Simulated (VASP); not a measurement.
# SnSe in VASP: single point with B3LYP

Aim: the single point of SnSe with B3LYP.

Program: VASP 6.6.1. These are calculated values, not measurements. Logs are shortened: lines on timing, memory, paths and dates and some standing lists are left out, and cuts for length are marked.

## 1. The cell of the first run

The cell holds a slab with vacuum, 4 atoms: a = 4.285 Å, b = 4.285 Å, c = 10.991 Å, α = 90.00°, β = 90.00°, γ = 90.00°.

## 2. Single point, B3LYP

File POSCAR:

```
SnSe
1.0
    4.2853274200      0.0000000000      0.0000000000
    0.0000000000      4.2853274200      0.0000000000
    0.0000000000      0.0000000000     10.9906921300
Sn Se
2 2
Direct
    0.5000000000      0.0000000000      0.3722291100
    0.0000000000      0.5000000000      0.6277708900
    0.5000000000      0.0000000000      0.6160394900
    0.0000000000      0.5000000000      0.3839605100
```

File INCAR.step1:

```
SYSTEM = SnSe
  ALGO = All
  EDIFF = 1E-5
  ENCUT = 450
  GGA = PE
  GGA_COMPAT = .FALSE.
  ISEARCH = 1
  ISIF = 2
  ISMEAR = 0
  KPAR = 4
  LASPH = .TRUE.
  LCHARG = .FALSE.
  LREAL = .FALSE.
  LWAVE = .TRUE.
  NBANDS = 28
  NELM = 300
  PREC = Accurate
  SIGMA = 0.01
```

File INCAR.step2:

```
SYSTEM = SnSe
  AEXX = 0.2
  AGGAC = 0.81
  AGGAX = 0.72
  ALDAC = 0.19
  ALGO = All
  EDIFF = 1E-6
  ENCUT = 450
  GGA = B3
  GGA_COMPAT = .FALSE.
  ISEARCH = 1
  ISIF = 2
  ISMEAR = 0
  ISTART = 1
  KPAR = 4
  LASPH = .TRUE.
  LCHARG = .FALSE.
  LHFCALC = .TRUE.
  LREAL = .FALSE.
  LWAVE = .FALSE.
  NBANDS = 28
  NELM = 300
  PREC = Accurate
  PRECFOCK = Normal
  SIGMA = 0.01
```

File KPOINTS:

```
k-points
0
G
  4 4 2
  0 0 0
```

Potentials or basis: VASP PAW PBE potentials, release 64 (Sn_d, Se).

Run with:

```sh
> cat potpaw_PBE.64/Sn_d/POTCAR potpaw_PBE.64/Se/POTCAR > POTCAR
> cp INCAR.step1 INCAR
> mpirun -np 4 vasp_std > vasp.out
> cp INCAR.step2 INCAR
> mpirun -np 4 vasp_std > vasp.out
```

OUTCAR:

```text
SYSTEM = SnSe
   AEXX = 0.2
   EDIFF = 1E-6
   ENCUT = 450
   GGA = B3
   ISIF = 2
   ISMEAR = 0
   ISTART = 1
   LASPH = .TRUE.
   LHFCALC = .TRUE.
   LREAL = .FALSE.
   NELM = 300
   PREC = Accurate
   PRECFOCK = Normal

 ion  position               nearest neighbor table
   1  0.500  0.000  0.372-   3 2.68   4 3.03   4 3.03   4 3.03   4 3.03
   2  0.000  0.500  0.628-   4 2.68   3 3.03   3 3.03   3 3.03   3 3.03
   3  0.500  0.000  0.616-   1 2.68   2 3.03   2 3.03   2 3.03   2 3.03
   4  0.000  0.500  0.384-   2 2.68   1 3.03   1 3.03   1 3.03   1 3.03

  LATTYP: Found a simple tetragonal cell.
 ALAT       =     4.2853274200
 C/A-ratio  =     2.5647263448

  Lattice vectors:

 A1 = (   4.2853274200,   0.0000000000,   0.0000000000)
 A2 = (   0.0000000000,   4.2853274200,   0.0000000000)
 A3 = (   0.0000000000,   0.0000000000,  10.9906921300)

Analysis of symmetry for initial positions (statically):
=====================================================================
 Subroutine PRICEL returns:
 Original cell was already a primitive cell.

 Routine SETGRP: Setting up the symmetry group for a
 simple tetragonal supercell.

 Subroutine GETGRP returns: Found 16 space group operations
 (whereof  8 operations were pure point group operations)
 out of a pool of 16 trial point group operations.

The static configuration has the point symmetry D_2d.
 The point group associated with its full space group is D_4h.

Analysis of symmetry for dynamics (positions and initial velocities):
=====================================================================
 Subroutine PRICEL returns:
 Original cell was already a primitive cell.

 Routine SETGRP: Setting up the symmetry group for a
 simple tetragonal supercell.

 Subroutine GETGRP returns: Found 16 space group operations
 (whereof  8 operations were pure point group operations)
 out of a pool of 16 trial point group operations.

The dynamic configuration has the point symmetry D_2d.
 The point group associated with its full space group is D_4h.

 Subroutine INISYM returns: Found 16 space group operations
 (whereof  8 operations are pure point group operations),
 and found     1 'primitive' translations

[... 90 lines left out ...]
   NFREE  =      0    steps in history (QN), initial steepest desc. (CG)
   ISIF   =      2    stress and relaxation
   ISYM   =      3    0-nonsym 1-usesym 2-fastsym
   POTIM  = 0.5000    time-step for ionic-motion
   TEBEG  =    0.0;   TEEND  =   0.0 temperature during run
   PSTRESS=    0.0 pullay stress
   NELECT =      40.0000    total number of electrons
   NUPDOWN=      -1.0000    fix difference up-down
   EMIN   =  10.00;   EMAX   =-10.00  energy-range for DOS
   EFERMI =   0.00;   METHOD = LEGACY
   ISMEAR =     0;   SIGMA  =   0.01  broadening in eV -4-tet -1-fermi 0-gaus
   EFERMI_NEDOS =   21; number of points for ismear=-14 and -15
   IALGO  =     58    algorithm
   IMIX   =      4    mixing-type and parameters
     AMIX     =   0.40;   BMIX     =  1.00
     AMIX_MAG =   1.60;   BMIX_MAG =  1.00
  volume/ion in A,a.u.               =      50.46       340.51
  Fermi-wavevector in a.u.,A,eV,Ry     =   0.954473  1.803693 12.395171  0.911019
  Thomas-Fermi vector in A             =   2.083223
   LORBIT       =      0    0 simple, 1 ext, 2 COOP (PROOUT), +10 PAW based schemes
   GGA     = B3    functional components
   LHFCALC =     T    Hartree Fock is set to
   PRECFOCK=normal    Normal, Fast or Accurate (Low or Medium for compatibility)
   ENCUT4O =  -1.0   cutoff for four orbital integrals eV
   NKREDX  =     1    reduce k-point grid by
   NKREDY  =     1    reduce k-point grid by
   NKREDZ  =     1    reduce k-point grid by
   AEXX    =    0.2000 exact exchange contribution
   HFSCREEN=    0.0000 screening length (either q_TF or 0.3 A-1)
   HFSCREENC=   0.0000 screening length for correlation (either q_TF or 0.3 A-1)
   ENCUTFOCK=  -1.0 apply spherical cutoff to Coloumb kernel
   IVDW    =     0    specifies the selected vdW correction
   LEPSILON=     F    determine dielectric tensor
   LRPA    =     F    only Hartree local field effects (RPA)
 non-spin polarized calculation
 Gauss-broadening in eV      SIGMA  =   0.01
  energy-cutoff  :      450.00
  volume of cell :      201.83
 maximum number of plane-waves:      4438
 NGX is ok and might be reduce to    30
  NGX = 24; NGY = 24; NGZ = 60
   NGX = 15   NGY = 15   NGZ = 39

 number of electron      40.0000033 magnetization

 Free energy of the ion-electron system (eV)
  ---------------------------------------------------
  ext. energy  EPLUGINS =         0.00000000
  ---------------------------------------------------
  free energy    TOTEN  =       -18.52751188 eV

  energy without entropy =      -18.52751188  energy(sigma->0) =      -18.52751188

 E-fermi :   0.1826     XC(G=0):  -4.8529

 val. band max:        0.1190648873   @ k =   0.5000   0.0000   0.0000
 cond. band min:       2.6207185572   @ k =   0.0000   0.0000   0.5000
 fundamental gap:      2.5016536699
 Fermi energy:         0.1825640871

 k-point     1 :       0.0000    0.0000    0.0000
  band No.  band energies     occupation
      1     -22.6515      2.00000
      2     -22.6505      2.00000
      3     -22.6451      2.00000
      4     -22.6448      2.00000
      5     -22.6227      2.00000
      6     -22.5927      2.00000
[... 361 lines left out ...]
     27       8.0911      0.00000
     28       8.0913      0.00000

------------------------ aborting loop because EDIFF is reached ----------------------------------------

  FORCE on cell =-STRESS in cart. coord.  units (eV):
  Direction    XX          YY          ZZ          XY          YZ          ZX
  --------------------------------------------------------------------------------------
  -------------------------------------------------------------------------------------
  Total        2.1836728      2.1836728      0.9930563      0.0000000      0.0000000     -0.0000000
  in kB       17.3342510     17.3342510      7.8829977      0.0000000      0.0000000     -0.0000000
  external PRESSURE =      14.1838332 kB  Pullay stress =       0.0000000 kB

 VOLUME and BASIS-vectors are now :
 -----------------------------------------------------------------------------
  energy-cutoff  :      450.00
  volume of cell :      201.83
      direct lattice vectors                 reciprocal lattice vectors
     4.285327420  0.000000000  0.000000000     0.233354398  0.000000000  0.000000000
     0.000000000  4.285327420  0.000000000     0.000000000  0.233354398  0.000000000
     0.000000000  0.000000000 10.990692130     0.000000000  0.000000000  0.090986081

 POSITION                                       TOTAL-FORCE (eV/Angst)
 -----------------------------------------------------------------------------------
      2.14266      0.00000      4.09106         0.000000      0.000000     -0.250405
      0.00000      2.14266      6.89964         0.000000     -0.000000      0.250405
      2.14266      0.00000      6.77070         0.000000     -0.000000      0.135028
      0.00000      2.14266      4.21999         0.000000      0.000000     -0.135028
 -----------------------------------------------------------------------------------
    total drift:                                0.000000     -0.000001     -0.000000

  FREE ENERGIE OF THE ION-ELECTRON SYSTEM (eV)
  ---------------------------------------------------
  free  energy   TOTEN  =       -18.5275118809 eV

  energy  without entropy=      -18.5275118809  energy(sigma->0) =      -18.52751188
```

OUTCAR.step1:

```text
SYSTEM = SnSe
   EDIFF = 1E-5
   ENCUT = 450
   GGA = PE
   ISIF = 2
   ISMEAR = 0
[... 589 lines left out ...]
      2.14266      0.00000      4.09106         0.000000      0.000000     -0.106940
      0.00000      2.14266      6.89964        -0.000000     -0.000000      0.106940
      2.14266      0.00000      6.77070         0.000000     -0.000000      0.188065
      0.00000      2.14266      4.21999         0.000000      0.000000     -0.188065
 -----------------------------------------------------------------------------------
    total drift:                                0.000000      0.000000      0.000000

  FREE ENERGIE OF THE ION-ELECTRON SYSTEM (eV)
  ---------------------------------------------------
  free  energy   TOTEN  =       -16.2861054398 eV

  energy  without entropy=      -16.2861054398  energy(sigma->0) =      -16.28610544
```

OSZICAR.step1:

```text
N       E                     dE             d eps       ncg     rms           ort
DAV:   1     0.329055433350E+03    0.32906E+03   -0.17010E+04   336   0.145E+03
DAV:   2     0.261135937144E+02   -0.30294E+03   -0.29526E+03   336   0.341E+02
DAV:   3    -0.149740319236E+02   -0.41088E+02   -0.40618E+02   336   0.137E+02
DAV:   4    -0.167394145375E+02   -0.17654E+01   -0.17586E+01   336   0.313E+01
DAV:   5    -0.167909888993E+02   -0.51574E-01   -0.51565E-01   336   0.551E+00
SDA:   6    -0.154592964244E+02    0.13317E+01   -0.51565E-01   336   0.348E+01   0.000E+00
CGA:   7    -0.161481831716E+02   -0.68889E+00   -0.68874E+00   336   0.566E+00  -0.275E-01
CGA:   8    -0.162434287051E+02   -0.95246E-01   -0.95200E-01   336   0.118E+00   0.646E-03
CGA:   9    -0.162754837455E+02   -0.32055E-01   -0.32077E-01   336   0.317E-01  -0.322E-03
CGA:  10    -0.162838976360E+02   -0.84139E-02   -0.84253E-02   336   0.689E-02  -0.145E-03
CGA:  11    -0.162856268423E+02   -0.17292E-02   -0.17257E-02   336   0.156E-02   0.872E-04
CGA:  12    -0.162859898271E+02   -0.36298E-03   -0.36341E-03   336   0.322E-03  -0.267E-04
CGA:  13    -0.162860791923E+02   -0.89365E-04   -0.88822E-04   336   0.633E-04   0.840E-05
CGA:  14    -0.162860972769E+02   -0.18085E-04   -0.17816E-04   336   0.195E-04   0.520E-05
CGA:  15    -0.162861054398E+02   -0.81628E-05   -0.88767E-05   336   0.125E-04  -0.370E-05
   1 F= -.16286105E+02 E0= -.16286105E+02  d E =-.223493E-14
```

Wall time 24 min (4 MPI ranks of Intel Xeon Platinum 8488C (Sapphire Rapids), shared host); peak memory 0.38 GiB.

Results:

* Free energy: -18.5275 eV
* Largest force: 0.250 eV/Å
* Band gap on the k mesh: 2.50 eV (least direct gap 2.63 eV)

Forces in eV/Å, atoms in the order of the input:
```
Sn   0.000  0.000 -0.250
Sn   0.000  0.000  0.250
Se   0.000  0.000  0.135
Se   0.000  0.000 -0.135
```

Caveat: there is no dipole correction, which matters where the two faces differ; the PAW data sets were made with another functional, which shifts forces and pressure a little; spin-orbit coupling is left out, which moves the levels of the heavy elements.
